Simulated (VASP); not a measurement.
Input of a VASP 6.6.1 run:

INCAR

```
SYSTEM = Ta5O
  PREC = Accurate
  ENCUT = 520
  EDIFF = 1E-6
  ISMEAR = 0
  SIGMA = 0.1
  LREAL = .False.
  LASPH = .True.
  NELM = 80
  ALGO = Normal
  ISIF = 2
  LWAVE = .False.
  LCHARG = .False.
  LDIPOL = .True.
  IDIPOL = 3
  DIPOL = 0.5 0.5 0.491
  GGA = PS
  NBANDS = 40
```

The input KPOINTS:

```
regular mesh
0
Gamma
  9 9 1
  0 0 0
```

POSCAR

```
Ta5O
1.0
    3.2805195245      0.0000000000      0.0000000000
    0.0000000000      3.2805195245      0.0000000000
    0.0000000000      0.0000000000     25.5610390491
Ta O
5 1
Direct
    0.5000000000      0.5000000000      0.3325373427
    0.0000000000      0.0000000000      0.3967076512
    0.5000000000      0.5000000000      0.4611411134
    0.0000000000      0.0000000000      0.5263369579
    0.5000000000      0.5000000000      0.5815099130
    0.5000000000      0.5000000000      0.6493848370
```

Potentials or basis: VASP PAW PBE potentials, release 64 (Ta_pv, O).

Command:

```sh
$ cat potpaw_PBE.64/Ta_pv/POTCAR potpaw_PBE.64/O/POTCAR > POTCAR
$ mpirun -np 1 vasp_std > vasp.out
```

Q: Estimate the largest force.

A: 2.592 eV/Å.

Forces in eV/Å, atoms in the order of the input:
```
Ta   0.000  0.000  1.295
Ta   0.000  0.000 -1.249
Ta   0.000  0.000 -0.520
Ta   0.000  0.000 -2.567
Ta   0.000  0.000  2.592
O    0.000  0.000  0.449
```

Caveat: the PAW data sets were made with another functional, which shifts forces and pressure a little; an odd number of electrons without spin polarisation forces a metal; a magnetic or distorted state may lie lower.
